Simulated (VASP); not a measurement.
# Tc (Fm-3m) in VASP: a series of runs

Runs on Tc. Level: LDA. Tasks: single point.

All numbers are computed with VASP 6.6.1; they aren't measurements. Logs are shortened: lines on timing, memory, paths and dates and some standing lists are left out, and cuts for length are marked.

## (1) The cell of the first run

It takes space group Fm-3m (No. 225, cubic). Conventional cell: a = 3.900 Å, b = 3.900 Å, c = 3.900 Å, α = 90.00°, β = 90.00°, γ = 90.00°. Within 3.6 Å of Tc (site symmetry m-3m) lie 12 Tc at 2.76 Å.

## (2) Single point, LDA

INCAR

```
SYSTEM = Tc
PREC     = Accurate       ! precision mode
ENCUT    = 520            ! plane-wave cutoff, eV
EDIFF    = 1E-7           ! SCF threshold, eV
ISMEAR   = 0              ! smearing method
SIGMA    = 0.025          ! smearing width, eV
LREAL    = .FALSE.        ! projectors in reciprocal space
LASPH    = .TRUE.         ! aspherical terms in the spheres
NELM     = 80             ! most SCF steps
ALGO     = Fast           ! electronic algorithm
ISIF     = 2              ! what is computed and relaxed
LWAVE    = .FALSE.        ! write WAVECAR
LCHARG   = .FALSE.        ! write CHGCAR
NBANDS   = 12             ! bands
```

KPOINTS

```
Automatic mesh
0
G
  10 10 10
  0 0 0
```

POSCAR

```
Tc
1.0
    0.0000000000      1.9500000000      1.9500000000
    1.9500000000      0.0000000000      1.9500000000
    1.9500000000      1.9500000000      0.0000000000
Tc
1
Direct
    0.0000000000      0.0000000000      0.0000000000
```

Potentials or basis: VASP PAW LDA potentials, release 64 (Tc_pv).

Command:

```
> cat potpaw_LDA.64/Tc_pv/POTCAR > POTCAR
> mpirun -np 1 vasp_std > vasp.out
```

OUTCAR:

```text
SYSTEM = Tc
   PREC = Accurate
   ENCUT = 520
   EDIFF = 1E-7
   ISMEAR = 0
   LREAL = .FALSE.
   LASPH = .TRUE.
   NELM = 80
   ISIF = 2

 ion  position               nearest neighbor table
   1  0.000  0.000  0.000-

  LATTYP: Found a face centered cubic cell.
 ALAT       =     3.9000000000

  Lattice vectors:

 A1 = (   0.0000000000,   1.9500000000,   1.9500000000)
 A2 = (   1.9500000000,   0.0000000000,   1.9500000000)
 A3 = (   1.9500000000,   1.9500000000,   0.0000000000)

Analysis of symmetry for initial positions (statically):
=====================================================================
 Subroutine PRICEL returns:
 Original cell was already a primitive cell.

 Routine SETGRP: Setting up the symmetry group for a
 face centered cubic supercell.

 Subroutine GETGRP returns: Found 48 space group operations
[... 9 lines left out ...]

 Routine SETGRP: Setting up the symmetry group for a
 face centered cubic supercell.

 Subroutine GETGRP returns: Found 48 space group operations
[... 11 lines left out ...]
                                     Primitive cell

  volume of cell :      14.8297

  direct lattice vectors                    reciprocal lattice vectors
     0.000000000  1.950000000  1.950000000    -0.256410256  0.256410256  0.256410256
     1.950000000  0.000000000  1.950000000     0.256410256 -0.256410256  0.256410256
     1.950000000  1.950000000  0.000000000     0.256410256  0.256410256 -0.256410256

  length of vectors
     2.757716447  2.757716447  2.757716447     0.444115592  0.444115592  0.444115592

  position of ions in fractional coordinates (direct lattice)
     0.000000000  0.000000000  0.000000000

  ion indices of the primitive-cell ions
   primitive index   ion index
                 1           1

----------------------------------------------------------------------------------------

 KPOINTS: Automatic mesh

Automatic generation of k-mesh.
 Grid dimensions read from file:
 generate k-points for:   10   10   10

 Generating k-lattice:

  Cartesian coordinates                     Fractional coordinates (reciprocal lattice)
    -0.025641026  0.025641026  0.025641026     0.100000000  0.000000000  0.000000000
     0.025641026 -0.025641026  0.025641026     0.000000000  0.100000000  0.000000000
     0.025641026  0.025641026 -0.025641026     0.000000000  0.000000000  0.100000000

  Length of vectors
     0.044411559  0.044411559  0.044411559

  Shift w.r.t. Gamma in fractional coordinates (k-lattice)
     0.000000000  0.000000000  0.000000000

 Subroutine IBZKPT returns following result:
 ===========================================

 Found     47 irreducible k-points:

 Following reciprocal coordinates:
            Coordinates               Weight
  0.000000  0.000000  0.000000      1.000000
  0.100000  0.000000  0.000000      8.000000
  0.200000  0.000000  0.000000      8.000000
  0.300000  0.000000  0.000000      8.000000
  0.400000  0.000000  0.000000      8.000000
  0.500000  0.000000  0.000000      4.000000
[... 16 lines left out ...]
  0.300000  0.300000  0.000000      6.000000
  0.400000  0.300000  0.000000     24.000000
 [... further k-points ...]
   k-points           NKPTS =     47   k-points in BZ     NKDIM =     47   number of bands    NBANDS=     12
   number of dos      NEDOS =    301   number of ions     NIONS =      1
   total plane-waves  NPLWV =  13824
   dimension x,y,z NGX =    24 NGY =   24 NGZ =   24
   dimension x,y,z NGXF=    48 NGYF=   48 NGZF=   48
   ions per type =               1
   NGX,Y,Z   is equivalent  to a cutoff of  14.47, 14.47, 14.47 a.u.
   NGXF,Y,Z  is equivalent  to a cutoff of  28.94, 28.94, 28.94 a.u.
 SYSTEM =  Tc
   PREC   = accura    normal or accurate (medium, high low for compatibility)
   ISTART =      0    job   : 0-new  1-cont  2-samecut
   ICHARG =      2    charge: 1-file 2-atom 10-const
   ISPIN  =      1    spin polarized calculation?
   LNONCOLLINEAR =      F non collinear calculations
   LSORBIT =      F    spin-orbit coupling
   LASPH  =      T    aspherical Exc in radial PAW
   ENCUT  =  520.0 eV  38.22 Ry    6.18 a.u.   5.13  5.13  5.13*2*pi/ulx,y,z
   NELM   =     80;   NELMIN=  2; NELMDL= -5     # of ELM steps
   EDIFF  = 0.1E-06   stopping-criterion for ELM
   LREAL  =      F    real-space projection
   EDIFFG = 0.1E-05   stopping-criterion for IOM
   NSW    =      0    number of steps for IOM
   IBRION =     -1    ionic relax: 0-MD 1-quasi-New 2-CG
   NFREE  =      0    steps in history (QN), initial steepest desc. (CG)
   ISIF   =      2    stress and relaxation
   ISYM   =      2    0-nonsym 1-usesym 2-fastsym
   POTIM  = 0.5000    time-step for ionic-motion
   TEBEG  =    0.0;   TEEND  =   0.0 temperature during run
   PSTRESS=    0.0 pullay stress
   NELECT =      13.0000    total number of electrons
   NUPDOWN=      -1.0000    fix difference up-down
   EMIN   =  10.00;   EMAX   =-10.00  energy-range for DOS
   EFERMI =   0.00;   METHOD = LEGACY
   ISMEAR =     0;   SIGMA  =   0.03  broadening in eV -4-tet -1-fermi 0-gaus
   EFERMI_NEDOS =   21; number of points for ismear=-14 and -15
   IALGO  =     68    algorithm
   IMIX   =      4    mixing-type and parameters
     AMIX     =   0.40;   BMIX     =  1.00
     AMIX_MAG =   1.60;   BMIX_MAG =  1.00
  volume/ion in A,a.u.               =      14.83       100.08
  Fermi-wavevector in a.u.,A,eV,Ry     =   1.566792  2.960808 33.400086  2.454837
  Thomas-Fermi vector in A             =   2.669068
   LORBIT       =      0    0 simple, 1 ext, 2 COOP (PROOUT), +10 PAW based schemes
   GGA     = CA    functional components
   LHFCALC =     F    Hartree Fock is set to
   AEXX    =    0.0000 exact exchange contribution
   IVDW    =     0    specifies the selected vdW correction
   LEPSILON=     F    determine dielectric tensor
   LRPA    =     F    only Hartree local field effects (RPA)
 non-spin polarized calculation
 RMM-DIIS sequential band-by-band and
 Gauss-broadening in eV      SIGMA  =   0.03
  energy-cutoff  :      520.00
  volume of cell :       14.83
 maximum number of plane-waves:       411
 NGX is ok and might be reduce to    24
   NGX = 11   NGY = 11   NGZ = 11

 number of electron      13.0000001 magnetization

 Free energy of the ion-electron system (eV)
  ---------------------------------------------------
  ext. energy  EPLUGINS =         0.00000000
  ---------------------------------------------------
  free energy    TOTEN  =       -11.57506746 eV

  energy without entropy =      -11.57420167  energy(sigma->0) =      -11.57463456

 E-fermi :  12.0113     XC(G=0): -13.8242

 val. band max:       12.0007587240   @ k =   0.5000   0.1000   0.0000
 cond. band min:      12.0364955586   @ k =  -0.4000   0.4000   0.0000
 fundamental gap:      0.0357368346
 Fermi energy:        12.0112806890

 k-point     1 :       0.0000    0.0000    0.0000
  band No.  band energies     occupation
      1     -26.1333      2.00000
      2     -26.1333      2.00000
      3     -26.1333      2.00000
      4       4.7247      2.00000
      5      10.3573      2.00000
      6      10.3573      2.00000
      7      10.3573      2.00000
      8      12.8402      0.00000
      9      12.8402      0.00000
     10      26.1308      0.00000
     11      31.4814      0.00000
     12      31.4814      0.00000

 k-point     2 :       0.1000    0.0000    0.0000
  band No.  band energies     occupation
      1     -26.2496      2.00000
      2     -26.1481      2.00000
      3     -26.1481      2.00000
      4       5.1300      2.00000
      5      10.1344      2.00000
      6      10.5263      2.00000
      7      10.5263      2.00000
      8      12.7297      0.00000
      9      12.7297      0.00000
     10      26.8404      0.00000
     11      29.9367      0.00000
     12      32.1774      0.00000

 k-point     3 :       0.2000    0.0000    0.0000
  band No.  band energies     occupation
      1     -26.5478      2.00000
      2     -26.1867      2.00000
      3     -26.1867      2.00000
      4       6.1197      2.00000
      5       9.8277      2.00000
      6      10.7715      2.00000
      7      10.7715      2.00000
      8      12.7366      0.00000
      9      12.7366      0.00000
     10      27.4106      0.00000
     11      28.5499      0.00000
     12      34.0841      0.00000

 k-point     4 :       0.3000    0.0000    0.0000
  band No.  band energies     occupation
      1     -26.9045      2.00000
      2     -26.2342      2.00000
      3     -26.2342      2.00000
      4       6.8209      2.00000
      5      10.4581      2.00000
      6      10.6137      2.00000
      7      10.6137      2.00000
      8      13.4211      0.00000
      9      13.4211      0.00000
     10      25.4379      0.00000
     11      28.3776      0.00000
     12      35.6752      0.00000

 k-point     5 :       0.4000    0.0000    0.0000
  band No.  band energies     occupation
      1     -27.1841      2.00000
      2     -26.2722      2.00000
      3     -26.2722      2.00000
      4       6.8043      2.00000
      5      10.3133      2.00000
      6      10.3133      2.00000
      7      12.2195      0.00000
      8      14.3666      0.00000
      9      14.3666      0.00000
     10      23.5480      0.00000
     11      26.5068      0.00000
     12      33.0081      0.00000
[... 228 lines left out ...]
      1     -27.0191      2.00000
      2     -26.5673      2.00000
      3     -26.2877      2.00000
      4       8.1277      2.00000
      5       9.5297      2.00000
      6       9.9861      2.00000
      7      11.3286      2.00000
      8      13.0552      0.00000
      9      16.9478      0.00000
     10      24.8467      0.00000
     11      27.8658      0.00000
     12      29.7218      0.00000

 k-point    22 :      -0.2000    0.2000    0.0000
  band No.  band energies     occupation
      1     -26.8470      2.00000
      2     -26.4575      2.00000
      3     -26.2283      2.00000
      4       7.8749      2.00000
      5       9.1760      2.00000
      6      10.2132      2.00000
      7      11.5856      2.00000
      8      11.9470      1.99972
      9      15.3019      0.00000
     10      26.7444      0.00000
     11      29.2205      0.00000
     12      31.0934      0.00000

 k-point    23 :       0.3000    0.3000    0.0000
  band No.  band energies     occupation
      1     -26.8654      2.00000
      2     -26.4075      2.00000
      3     -26.4075      2.00000
      4       7.2232      2.00000
      5       7.9228      2.00000
      6      11.8753      2.00000
      7      12.9970      0.00000
      8      12.9970      0.00000
      9      14.0128      0.00000
     10      29.1576      0.00000
     11      29.1576      0.00000
     12      29.5636      0.00000

 k-point    24 :       0.4000    0.3000    0.0000
  band No.  band energies     occupation
      1     -27.0152      2.00000
      2     -26.4912      2.00000
      3     -26.4536      2.00000
      4       7.1904      2.00000
      5       7.7157      2.00000
      6      11.8796      2.00000
      7      13.1686      0.00000
      8      14.6822      0.00000
      9      15.0035      0.00000
     10      26.4252      0.00000
     11      27.9781      0.00000
     12      28.7698      0.00000

 [... further k-points ...]
[... 5 lines left out ...]
  --------------------------------------------------------------------------------------
  -------------------------------------------------------------------------------------
  Total       -1.8209775     -1.8209775     -1.8209775      0.0000000      0.0000000      0.0000000
  in kB     -196.7348686   -196.7348686   -196.7348686      0.0000000      0.0000000      0.0000000
  external PRESSURE =    -196.7348686 kB  Pullay stress =       0.0000000 kB

 VOLUME and BASIS-vectors are now :
 -----------------------------------------------------------------------------
  energy-cutoff  :      520.00
  volume of cell :       14.83
      direct lattice vectors                 reciprocal lattice vectors
     0.000000000  1.950000000  1.950000000    -0.256410256  0.256410256  0.256410256
     1.950000000  0.000000000  1.950000000     0.256410256 -0.256410256  0.256410256
     1.950000000  1.950000000  0.000000000     0.256410256  0.256410256 -0.256410256

 POSITION                                       TOTAL-FORCE (eV/Angst)
 -----------------------------------------------------------------------------------
      0.00000      0.00000      0.00000         0.000000      0.000000     -0.000000
 -----------------------------------------------------------------------------------
    total drift:                               -0.000000      0.000000      0.000000

  FREE ENERGIE OF THE ION-ELECTRON SYSTEM (eV)
  ---------------------------------------------------
  free  energy   TOTEN  =       -11.5750674556 eV

  energy  without entropy=      -11.5742016725  energy(sigma->0) =      -11.57463456
```

Run time: 27 s. Hardware: 1 thread of AMD EPYC, shared host; peak memory 0.1 GiB.

What came out:

- Free energy: -11.5751 eV
- Pressure: -19.7 GPa

## (3) Single point, LDA

INCAR

```
PREC = Accurate
ENCUT = 520
EDIFF = 1E-7
ISMEAR = 0
SIGMA = 0.01
LREAL = False
LASPH = True
NELM = 100
ALGO = Normal
ISIF = 2
LWAVE = False
LCHARG = True
LELF = True
LVHAR = True
NBANDS = 12
```

KPOINTS

```
regular mesh
0
Gamma
  10 10 10
```

POSCAR is that of step 2.

Potentials or basis: VASP PAW LDA potentials, release 64 (Tc_pv).

Command:

```
> cat potpaw_LDA.64/Tc_pv/POTCAR > POTCAR
> mpirun -np 1 vasp_std > vasp.out
```

Wall time 27 s (1 thread of AMD EPYC, shared host); peak memory 0.1 GiB.

Results (log left out):

```yaml
Free_energy: -11.5746 eV
Pressure: -19.7 GPa
```

Levels at points of the mesh, in eV from the Fermi level:
| k point | band 5 | band 6 | band 7 | band 8 | band 9 | band 10 |
| --- | --- | --- | --- | --- | --- | --- |
| (0.00, 0.00, 0.00) | -1.65 | -1.65 | -1.65 | 0.84 | 0.84 | 14.13 |
| (0.50, 0.00, 0.00) | -1.82 | -1.82 | 1.31 | 2.81 | 2.81 | 10.42 |
| (0.50, 0.50, 0.00) | -5.03 | 2.74 | 3.37 | 3.37 | 3.83 | 12.86 |

## (4) Single point, LDA

INCAR

```
  ALGO = Normal
  EDIFF = 1E-6
  ENCUT = 520
  GGA = CA
  ISIF = 2
  ISMEAR = 0
  LASPH = True
  LCHARG = False
  LREAL = False
  LWAVE = False
  NBANDS = 12
  NELM = 100
  PREC = Accurate
  SIGMA = 0.005
```

KPOINTS

```
k-points
0
Gamma
  10 10 10
```

POSCAR is that of step 3.

Command:

```
> cat potpaw_LDA.64/Tc_pv/POTCAR > POTCAR
> mpirun -np 1 vasp_std > vasp.out
```

Run time: 22 s. Hardware: 1 thread of AMD EPYC, shared host; peak memory 0.1 GiB.

Results (log left out):

* Free energy: -11.5745 eV
* Pressure: -19.8 GPa

Levels at points of the mesh, in eV from the Fermi level:
| k point | band 4 | band 5 | band 6 | band 7 | band 8 | band 9 | band 10 | band 11 |
| --- | --- | --- | --- | --- | --- | --- | --- | --- |
| (0.00, 0.00, 0.00) | -7.28 | -1.64 | -1.64 | -1.64 | 0.84 | 0.84 | 14.13 | 19.48 |
| (0.50, 0.00, 0.00) | -5.28 | -1.81 | -1.81 | 1.31 | 2.81 | 2.81 | 10.42 | 13.75 |
| (0.50, 0.50, 0.00) | -5.62 | -5.03 | 2.74 | 3.37 | 3.37 | 3.83 | 12.86 | 12.86 |

## (5) Overview

| smearing | gap on the mesh (eV) | pressure (GPa) |
| --- | --- | --- |
| gaussian 0.025 eV | none | -19.7 |
| gaussian 0.01 eV | none | -19.7 |
| gaussian 0.005 eV | none | -19.8 |

Alike in all rows: task single point; level LDA; potentials or basis VASP PAW LDA potentials, release 64 (Tc_pv); no spin polarisation; cell as given; k mesh 10 × 10 × 10; cutoff (eV) 520.

Every run on the cell as given and a fine mesh finds a metal.

Total energies depend on the potentials used, so only differences within one code and one set of settings carry meaning.
